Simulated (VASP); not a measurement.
# Rh (Fm-3m) in VASP: a series of runs

Rh is run at these levels: PBE; tasks: single point.

All numbers are computed with VASP 6.6.1; they aren't measurements. Logs are shortened: lines on timing, memory, paths and dates and some standing lists are left out, and cuts for length are marked.

## 1. The cell of the first run

It takes space group Fm-3m (No. 225, cubic). The conventional cell has a = 3.831 Å, b = 3.831 Å, c = 3.831 Å, α = 90.00°, β = 90.00°, γ = 90.00°. Within 3.6 Å of Rh (site symmetry m-3m) lie 12 Rh at 2.71 Å.

## 2. Single point, PBE

File INCAR:

```
SYSTEM = Rh
ALGO     = Normal         ! electronic algorithm
EDIFF    = 1E-6           ! SCF threshold, eV
ENCUT    = 520            ! plane-wave cutoff, eV
GGA      = PE             ! functional
ISIF     = 2              ! what is computed and relaxed
ISMEAR   = -1             ! smearing method
LASPH    = .TRUE.         ! aspherical terms in the spheres
LCHARG   = .TRUE.         ! write CHGCAR
LELF     = .TRUE.         ! ELF
LREAL    = .FALSE.        ! projectors in reciprocal space
LVHAR    = .TRUE.       
LWAVE    = .FALSE.        ! write WAVECAR
NBANDS   = 14             ! bands
NELM     = 80             ! most SCF steps
PREC     = Accurate       ! precision mode
SIGMA    = 0.06122561905347299 ! smearing width, eV
```

File KPOINTS:

```
k-points
0
G
  25 25 25
  0 0 0
```

File POSCAR:

```
Rh
1.0
    0.0000000000      1.9154460197      1.9154460197
    1.9154460197      0.0000000000      1.9154460197
    1.9154460197      1.9154460197      0.0000000000
Rh
1
Direct
    0.0000000000      0.0000000000      0.0000000000
```

Potentials or basis: VASP PAW PBE potentials, release 64 (Rh_pv).

On the command line:

```bash
> cat potpaw_PBE.64/Rh_pv/POTCAR > POTCAR
> mpirun -np 1 vasp_std > vasp.out
```

OUTCAR:

```text
SYSTEM = Rh
   EDIFF = 1E-6
   ENCUT = 520
   GGA = PE
   ISIF = 2
   ISMEAR = -1
   LASPH = .TRUE.
   LREAL = .FALSE.
   NELM = 80
   PREC = Accurate

 ion  position               nearest neighbor table
   1  0.000  0.000  0.000-

  LATTYP: Found a face centered cubic cell.
 ALAT       =     3.8308920394

  Lattice vectors:

 A1 = (   0.0000000000,   1.9154460197,   1.9154460197)
 A2 = (   1.9154460197,   0.0000000000,   1.9154460197)
 A3 = (   1.9154460197,   1.9154460197,   0.0000000000)

Analysis of symmetry for initial positions (statically):
=====================================================================
 Subroutine PRICEL returns:
 Original cell was already a primitive cell.

 Routine SETGRP: Setting up the symmetry group for a
 face centered cubic supercell.

 Subroutine GETGRP returns: Found 48 space group operations
 (whereof 48 operations were pure point group operations)
 out of a pool of 48 trial point group operations.

The static configuration has the point symmetry O_h .

Analysis of symmetry for dynamics (positions and initial velocities):
=====================================================================
 Subroutine PRICEL returns:
 Original cell was already a primitive cell.

 Routine SETGRP: Setting up the symmetry group for a
 face centered cubic supercell.

 Subroutine GETGRP returns: Found 48 space group operations
 (whereof 48 operations were pure point group operations)
 out of a pool of 48 trial point group operations.

The dynamic configuration has the point symmetry O_h .

 Subroutine INISYM returns: Found 48 space group operations
 (whereof 48 operations are pure point group operations),
 and found     1 'primitive' translations

----------------------------------------------------------------------------------------

                                     Primitive cell

  volume of cell :      14.0553

  direct lattice vectors                    reciprocal lattice vectors
     0.000000000  1.915446020  1.915446020    -0.261035808  0.261035808  0.261035808
     1.915446020  0.000000000  1.915446020     0.261035808 -0.261035808  0.261035808
     1.915446020  1.915446020  0.000000000     0.261035808  0.261035808 -0.261035808

  length of vectors
     2.708849739  2.708849739  2.708849739     0.452127283  0.452127283  0.452127283

  position of ions in fractional coordinates (direct lattice)
     0.000000000  0.000000000  0.000000000

  ion indices of the primitive-cell ions
   primitive index   ion index
                 1           1

----------------------------------------------------------------------------------------

 KPOINTS: k-points

Automatic generation of k-mesh.
 Grid dimensions read from file:
 generate k-points for:   25   25   25

 Generating k-lattice:

  Cartesian coordinates                     Fractional coordinates (reciprocal lattice)
    -0.010441432  0.010441432  0.010441432     0.040000000  0.000000000  0.000000000
     0.010441432 -0.010441432  0.010441432     0.000000000  0.040000000  0.000000000
     0.010441432  0.010441432 -0.010441432     0.000000000  0.000000000  0.040000000

  Length of vectors
     0.018085091  0.018085091  0.018085091

  Shift w.r.t. Gamma in fractional coordinates (k-lattice)
     0.000000000  0.000000000  0.000000000

 Subroutine IBZKPT returns following result:
 ===========================================

 Found    455 irreducible k-points:

 Following reciprocal coordinates:
            Coordinates               Weight
  0.000000  0.000000  0.000000      1.000000
  0.040000  0.000000  0.000000      8.000000
  0.080000  0.000000  0.000000      8.000000
  0.120000  0.000000  0.000000      8.000000
  0.160000  0.000000  0.000000      8.000000
  0.200000  0.000000  0.000000      8.000000
[... 16 lines left out ...]
  0.400000  0.040000  0.000000     24.000000
  0.440000  0.040000  0.000000     24.000000
 [... further k-points ...]
   k-points           NKPTS =    455   k-points in BZ     NKDIM =    455   number of bands    NBANDS=     14
   number of dos      NEDOS =    301   number of ions     NIONS =      1
   total plane-waves  NPLWV =   8000
   dimension x,y,z NGX =    20 NGY =   20 NGZ =   20
   dimension x,y,z NGXF=    40 NGYF=   40 NGZF=   40
   ions per type =               1
   NGX,Y,Z   is equivalent  to a cutoff of  12.27, 12.27, 12.27 a.u.
   NGXF,Y,Z  is equivalent  to a cutoff of  24.55, 24.55, 24.55 a.u.
 SYSTEM =  Rh
   PREC   = accura    normal or accurate (medium, high low for compatibility)
   ISTART =      0    job   : 0-new  1-cont  2-samecut
   ICHARG =      2    charge: 1-file 2-atom 10-const
   ISPIN  =      1    spin polarized calculation?
   LNONCOLLINEAR =      F non collinear calculations
   LSORBIT =      F    spin-orbit coupling
   LASPH  =      T    aspherical Exc in radial PAW
   ENCUT  =  520.0 eV  38.22 Ry    6.18 a.u.   5.04  5.04  5.04*2*pi/ulx,y,z
   NELM   =     80;   NELMIN=  2; NELMDL= -5     # of ELM steps
   EDIFF  = 0.1E-05   stopping-criterion for ELM
   LREAL  =      F    real-space projection
   EDIFFG = 0.1E-04   stopping-criterion for IOM
   NSW    =      0    number of steps for IOM
   IBRION =     -1    ionic relax: 0-MD 1-quasi-New 2-CG
   NFREE  =      0    steps in history (QN), initial steepest desc. (CG)
   ISIF   =      2    stress and relaxation
   ISYM   =      2    0-nonsym 1-usesym 2-fastsym
   POTIM  = 0.5000    time-step for ionic-motion
   TEBEG  =    0.0;   TEEND  =   0.0 temperature during run
   PSTRESS=    0.0 pullay stress
   NELECT =      15.0000    total number of electrons
   NUPDOWN=      -1.0000    fix difference up-down
   EMIN   =  10.00;   EMAX   =-10.00  energy-range for DOS
   EFERMI =   0.00;   METHOD = LEGACY
   ISMEAR =    -1;   SIGMA  =   0.06  broadening in eV -4-tet -1-fermi 0-gaus
   EFERMI_NEDOS =   21; number of points for ismear=-14 and -15
   IALGO  =     38    algorithm
   IMIX   =      4    mixing-type and parameters
     AMIX     =   0.40;   BMIX     =  1.00
     AMIX_MAG =   1.60;   BMIX_MAG =  1.00
  volume/ion in A,a.u.               =      14.06        94.85
  Fermi-wavevector in a.u.,A,eV,Ry     =   1.672985  3.161483 38.081050  2.798878
  Thomas-Fermi vector in A             =   2.758036
   LORBIT       =      0    0 simple, 1 ext, 2 COOP (PROOUT), +10 PAW based schemes
   GGA     = PE    functional components
   LHFCALC =     F    Hartree Fock is set to
   AEXX    =    0.0000 exact exchange contribution
   IVDW    =     0    specifies the selected vdW correction
   LEPSILON=     F    determine dielectric tensor
   LRPA    =     F    only Hartree local field effects (RPA)
 non-spin polarized calculation
  energy-cutoff  :      520.00
  volume of cell :       14.06
 maximum number of plane-waves:       388
   NGX =  9   NGY =  9   NGZ =  9

 number of electron      15.0000003 magnetization

 Free energy of the ion-electron system (eV)
  ---------------------------------------------------
  ext. energy  EPLUGINS =         0.00000000
  ---------------------------------------------------
  free energy    TOTEN  =        -7.26693898 eV

  energy without entropy =       -7.24977220  energy(sigma->0) =       -7.25835559

 E-fermi :  11.5000     XC(G=0): -13.8898

 val. band max:       11.5000101635   @ k =   0.4400   0.3600   0.0800
 cond. band min:      11.5054573767   @ k =  -0.2000   0.1200   0.0400
 fundamental gap:      0.0054472132
 Fermi energy:        11.5000170418

 k-point     1 :       0.0000    0.0000    0.0000
  band No.  band energies     occupation
      1     -34.8382      2.00000
      2     -34.8382      2.00000
      3     -34.8382      2.00000
      4       3.7066      2.00000
      5       8.5296      2.00000
      6       8.5296      2.00000
      7       8.5296      2.00000
      8      10.5432      2.00000
      9      10.5432      2.00000
     10      27.5128      0.00000
     11      32.1005      0.00000
     12      32.8486      0.00000
     13      32.8486      0.00000
     14      32.8486      0.00000

 k-point     2 :       0.0400    0.0000    0.0000
  band No.  band energies     occupation
      1     -34.8492      2.00000
      2     -34.8396      2.00000
      3     -34.8396      2.00000
      4       3.7701      2.00000
      5       8.5013      2.00000
      6       8.5545      2.00000
      7       8.5545      2.00000
      8      10.5291      2.00000
      9      10.5291      2.00000
     10      27.6038      0.00000
     11      32.0987      0.00000
     12      32.4629      0.00000
     13      32.9397      0.00000
     14      32.9397      0.00000

 k-point     3 :       0.0800    0.0000    0.0000
  band No.  band energies     occupation
      1     -34.8814      2.00000
      2     -34.8440      2.00000
      3     -34.8440      2.00000
      4       3.9570      2.00000
      5       8.4236      2.00000
      6       8.6245      2.00000
      7       8.6245      2.00000
      8      10.4927      2.00000
      9      10.4927      2.00000
     10      27.8614      0.00000
     11      31.5492      0.00000
     12      32.1017      0.00000
     13      33.2081      0.00000
     14      33.2081      0.00000

 k-point     4 :       0.1200    0.0000    0.0000
  band No.  band energies     occupation
      1     -34.9327      2.00000
      2     -34.8510      2.00000
      3     -34.8510      2.00000
      4       4.2539      2.00000
      5       8.3181      2.00000
      6       8.7242      2.00000
      7       8.7242      2.00000
      8      10.4526      2.00000
      9      10.4526      2.00000
     10      28.2339      0.00000
     11      30.4407      0.00000
     12      32.1008      0.00000
     13      33.6394      0.00000
     14      33.6394      0.00000

 k-point     5 :       0.1600    0.0000    0.0000
  band No.  band energies     occupation
      1     -34.9996      2.00000
      2     -34.8602      2.00000
      3     -34.8602      2.00000
      4       4.6336      2.00000
      5       8.2226      2.00000
      6       8.8251      2.00000
      7       8.8251      2.00000
      8      10.4409      2.00000
      9      10.4409      2.00000
     10      28.5892      0.00000
     11      29.3149      0.00000
[... 276 lines left out ...]
 k-point    22 :       0.3600    0.0400    0.0000
  band No.  band energies     occupation
      1     -35.3726      2.00000
      2     -34.9207      2.00000
      3     -34.9129      2.00000
      4       5.7573      2.00000
      5       8.6297      2.00000
      6       8.7294      2.00000
      7       9.6492      2.00000
      8      11.4249      1.54666
      9      11.5357      0.71693
     10      23.3112      0.00000
     11      28.0633      0.00000
     12      32.1001      0.00000
     13      33.7097      0.00000
     14      34.7457      0.00000

 k-point    23 :       0.4000    0.0400    0.0000
  band No.  band energies     occupation
      1     -35.4335      2.00000
      2     -34.9281      2.00000
      3     -34.9231      2.00000
      4       5.7129      2.00000
      5       8.5339      2.00000
      6       8.6371      2.00000
      7      10.3576      2.00000
      8      11.7800      0.02045
      9      11.8752      0.00436
     10      22.0293      0.00000
     11      27.6381      0.00000
     12      32.1000      0.00000
     13      33.1210      0.00000
     14      33.8354      0.00000

 k-point    24 :       0.4400    0.0400    0.0000
  band No.  band energies     occupation
      1     -35.4786      2.00000
      2     -34.9330      2.00000
      3     -34.9314      2.00000
      4       5.6606      2.00000
      5       8.4620      2.00000
      6       8.5620      2.00000
      7      10.9437      1.99977
      8      11.9597      0.00110
      9      12.3666      0.00000
     10      20.9113      0.00000
     11      27.3212      0.00000
     12      32.0997      0.00000
     13      32.6912      0.00000
     14      33.1028      0.00000

 [... further k-points ...]
[... 5 lines left out ...]
  --------------------------------------------------------------------------------------
  -------------------------------------------------------------------------------------
  Total       -0.0040160     -0.0040160     -0.0040160      0.0000000      0.0000000      0.0000000
  in kB       -0.4577920     -0.4577920     -0.4577920      0.0000000      0.0000000      0.0000000
  external PRESSURE =      -0.4577920 kB  Pullay stress =       0.0000000 kB

 VOLUME and BASIS-vectors are now :
 -----------------------------------------------------------------------------
  energy-cutoff  :      520.00
  volume of cell :       14.06
      direct lattice vectors                 reciprocal lattice vectors
     0.000000000  1.915446020  1.915446020    -0.261035808  0.261035808  0.261035808
     1.915446020  0.000000000  1.915446020     0.261035808 -0.261035808  0.261035808
     1.915446020  1.915446020  0.000000000     0.261035808  0.261035808 -0.261035808

 POSITION                                       TOTAL-FORCE (eV/Angst)
 -----------------------------------------------------------------------------------
      0.00000      0.00000      0.00000        -0.000000      0.000000      0.000000
 -----------------------------------------------------------------------------------
    total drift:                                0.000000     -0.000000      0.000000

  FREE ENERGIE OF THE ION-ELECTRON SYSTEM (eV)
  ---------------------------------------------------
  free  energy   TOTEN  =        -7.2669389766 eV

  energy  without entropy=       -7.2497721959  energy(sigma->0) =       -7.25835559
```

Wall time 38 s (1 thread of Intel Xeon Platinum 8559C (Emerald Rapids), shared host); peak memory 0.19 GiB.

What came out:

```
Free energy            : -7.2669 eV
Pressure               : 0.0 GPa
Band gap on the k mesh : zero (an odd number of electrons rules out a gap without spin polarisation)
```

Levels at points of the mesh, in eV from the Fermi level:
| k point | band 3 | band 4 | band 5 | band 6 | band 7 | band 8 | band 9 | band 10 | band 11 | band 12 |
| --- | --- | --- | --- | --- | --- | --- | --- | --- | --- | --- |
| (0.00, 0.00, 0.00) | -46.34 | -7.79 | -2.97 | -2.97 | -2.97 | -0.96 | -0.96 | 16.01 | 20.60 | 21.35 |

## 3. Single point, PBE

File INCAR:

```
ALGO = Normal ; EDIFF = 1E-7
ENCUT = 520 ; GGA = PE
ISIF = 2 ; ISMEAR = -1
LASPH = True ; LCHARG = False
LREAL = False ; LWAVE = False
NBANDS = 14 ; NELM = 100
PREC = Accurate ; SIGMA = 0.06122561905347299
```

File KPOINTS:

```
k-points
0
Gamma
  25 25 25
```

POSCAR is that of step 2.

Potentials or basis: VASP PAW PBE potentials, release 64 (Rh_pv).

On the command line:

```bash
> cat potpaw_PBE.64/Rh_pv/POTCAR > POTCAR
> mpirun -np 1 vasp_std > vasp.out
```

OUTCAR:

```text
EDIFF = 1E-7
   ENCUT = 520
   GGA = PE
   ISIF = 2
   ISMEAR = -1
   LASPH = True
   LREAL = False
   NELM = 100
   PREC = Accurate

 ion  position               nearest neighbor table
   1  0.000  0.000  0.000-

  LATTYP: Found a face centered cubic cell.
 ALAT       =     3.8308920394

  Lattice vectors:

 A1 = (   0.0000000000,   1.9154460197,   1.9154460197)
 A2 = (   1.9154460197,   0.0000000000,   1.9154460197)
 A3 = (   1.9154460197,   1.9154460197,   0.0000000000)

Analysis of symmetry for initial positions (statically):
[... 578 lines left out ...]
      9      12.3666      0.00000
     10      20.9112      0.00000
     11      27.3213      0.00000
     12      32.0995      0.00000
     13      32.6912      0.00000
     14      33.1028      0.00000

 [... further k-points ...]
[... 5 lines left out ...]
  --------------------------------------------------------------------------------------
  -------------------------------------------------------------------------------------
  Total       -0.0029518     -0.0029518     -0.0029518      0.0000000     -0.0000000      0.0000000
  in kB       -0.3364794     -0.3364794     -0.3364794      0.0000000     -0.0000000      0.0000000
  external PRESSURE =      -0.3364794 kB  Pullay stress =       0.0000000 kB

 VOLUME and BASIS-vectors are now :
 -----------------------------------------------------------------------------
  energy-cutoff  :      520.00
  volume of cell :       14.06
      direct lattice vectors                 reciprocal lattice vectors
     0.000000000  1.915446020  1.915446020    -0.261035808  0.261035808  0.261035808
     1.915446020  0.000000000  1.915446020     0.261035808 -0.261035808  0.261035808
     1.915446020  1.915446020  0.000000000     0.261035808  0.261035808 -0.261035808

 POSITION                                       TOTAL-FORCE (eV/Angst)
 -----------------------------------------------------------------------------------
      0.00000      0.00000      0.00000         0.000000      0.000000      0.000000
 -----------------------------------------------------------------------------------
    total drift:                                0.000000      0.000000      0.000000

  FREE ENERGIE OF THE ION-ELECTRON SYSTEM (eV)
  ---------------------------------------------------
  free  energy   TOTEN  =        -7.2669389488 eV

  energy  without entropy=       -7.2497720883  energy(sigma->0) =       -7.25835552
```

OSZICAR:

```text
N       E                     dE             d eps       ncg     rms          rms(c)
DAV:   1     0.120903077533E+03    0.12090E+03   -0.87780E+03 12808   0.114E+03
DAV:   2    -0.619488742124E+01   -0.12710E+03   -0.12125E+03 14030   0.341E+02
DAV:   3    -0.776282352993E+01   -0.15679E+01   -0.15644E+01 15212   0.417E+01
DAV:   4    -0.776877552873E+01   -0.59520E-02   -0.59517E-02 14684   0.263E+00
DAV:   5    -0.776882942041E+01   -0.53892E-04   -0.53891E-04 15062   0.221E-01    0.960E+00
DAV:   6    -0.728472799654E+01    0.48410E+00   -0.82939E-01 13508   0.126E+01    0.329E+00
DAV:   7    -0.727025604403E+01    0.14472E-01   -0.16701E-02 14822   0.150E+00    0.159E+00
DAV:   8    -0.726705967840E+01    0.31964E-02   -0.32231E-03 13574   0.759E-01    0.175E-01
DAV:   9    -0.726693761903E+01    0.12206E-03   -0.98341E-05 13634   0.137E-01    0.111E-02
DAV:  10    -0.726693874882E+01   -0.11298E-05   -0.32720E-06 14462   0.221E-02    0.284E-03
DAV:  11    -0.726693897649E+01   -0.22767E-06   -0.28068E-07 14504   0.729E-03    0.745E-04
DAV:  12    -0.726693894878E+01    0.27710E-07   -0.81497E-09  6688   0.130E-03
   1 F= -.72669389E+01 E0= -.72583555E+01  d E =-.171669E-01
```

Run time: 42 s. Hardware: 1 thread of Intel Xeon Platinum 8559C (Emerald Rapids), shared host; peak memory 0.19 GiB.

Results:

```yaml
Free_energy: -7.2669 eV
Pressure: 0.0 GPa
Band_gap_on_the_k_mesh: zero (an odd number of electrons rules out a gap without spin polarisation)
```

## 4. Single point, PBE

This run uses another cell than the first one, of 14.34 Å³/atom.

File INCAR:

```
SYSTEM = Rh
ALGO = Normal
EDIFF = 1E-6
ENCUT = 520
GGA = PE
ISIF = 2
ISMEAR = -1
LASPH = .True.
LCHARG = .False.
LREAL = .False.
LWAVE = .False.
NBANDS = 14
NELM = 60
PREC = Accurate
SIGMA = 0.06122561905347299
```

File KPOINTS:

```
k-points
0
Gamma
  25 25 25
  0 0 0
```

File POSCAR:

```
Rh
1.0
    0.0000000000      1.9281314624      1.9281314624
    1.9281314624      0.0000000000      1.9281314624
    1.9281314624      1.9281314624      0.0000000000
Rh
1
Direct
    0.0000000000      0.0000000000      0.0000000000
```

On the command line:

```bash
> cat potpaw_PBE.64/Rh_pv/POTCAR > POTCAR
> mpirun -np 1 vasp_std > vasp.out
```

Run time: 34 s. Hardware: 1 thread of Intel Xeon Platinum 8559C (Emerald Rapids), shared host; peak memory 0.19 GiB.

The run converged. Its results:

- Free energy: -7.2627 eV
- Pressure: -4.9 GPa
- Band gap on the k mesh: zero (an odd number of electrons rules out a gap without spin polarisation)

Levels at points of the mesh, in eV from the Fermi level:
```csv
k point,band 3,band 4,band 5,band 6,band 7,band 8,band 9,band 10,band 11,band 12
"(0.00, 0.00, 0.00)",-46.30,-7.65,-2.88,-2.88,-2.88,-0.93,-0.93,16.02,20.66,21.25
```

Caveat: the cell stands under tension.

(Part 1 of 2 ends here.)
